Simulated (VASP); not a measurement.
**SiC: single point with PBEsol**

SiC:

```
Si C
1.0
     3.09115    0.00000    0.00000
    -1.54558    2.67702    0.00000
     0.00000    0.00000    5.03239
Si C
2 2
Direct
  0.33333 0.66667 0.00459
  0.66667 0.33333 0.50459
  0.33333 0.66667 0.38041
  0.66667 0.33333 0.88041
```

This cell differs from its parent crystal: in-plane strain +0.005.

- Program: VASP 6.6.1
- Task: single point
- Functional: PBEsol
- Potentials or basis: VASP PAW PBE potentials, release 64 (Si, C)
- Cutoff: 520 eV
- k mesh: 8 × 8 × 6
- Occupations: gaussian, width 0.01 eV
- Spin: no spin polarisation

The pressure is -1.2 GPa. The largest force is 0.082 eV/Å and the band gap on the k mesh is 2.41 eV, indirect (least direct gap 3.76 eV).

Forces in eV/Å, atoms in the order of the input:
```
Si   0.000  0.000 -0.082
Si   0.000  0.000 -0.082
C    0.000  0.000  0.082
C    0.000  0.000  0.082
```

Stress tensor (GPa, compression positive):
```
-2.64  0.00  0.00
 0.00 -2.64  0.00
 0.00  0.00  1.80
```

Levels at points of the mesh, in eV from the valence-band top:
```csv
k point,band 4,band 5,band 6,band 7,band 8,band 9,band 10,band 11,band 12,band 13
"(0.00, 0.00, 0.00)",-1.36,-1.36,-0.07,0.00,0.00,4.57,6.20,6.50,6.50,7.67
"(0.50, 0.00, 0.00)",-6.24,-5.46,-3.36,-3.32,-1.17,2.59,4.17,6.75,6.99,10.10
"(0.00, 0.00, 0.50)",-4.38,-0.74,-0.74,-0.74,-0.74,5.69,5.69,7.19,7.19,7.19
"(0.50, 0.00, 0.50)",-8.28,-2.47,-2.47,-2.30,-2.30,3.18,3.18,5.17,5.17,10.27
```

It took 13 s on 1 thread of Intel Xeon 6975P-C, on a shared host, peak memory 0.16 GiB.

Caveat: the cell differs from its parent crystal (in-plane strain +0.005); the PAW data sets were made with another functional, which shifts forces and pressure a little. A k mesh can miss the band edges.
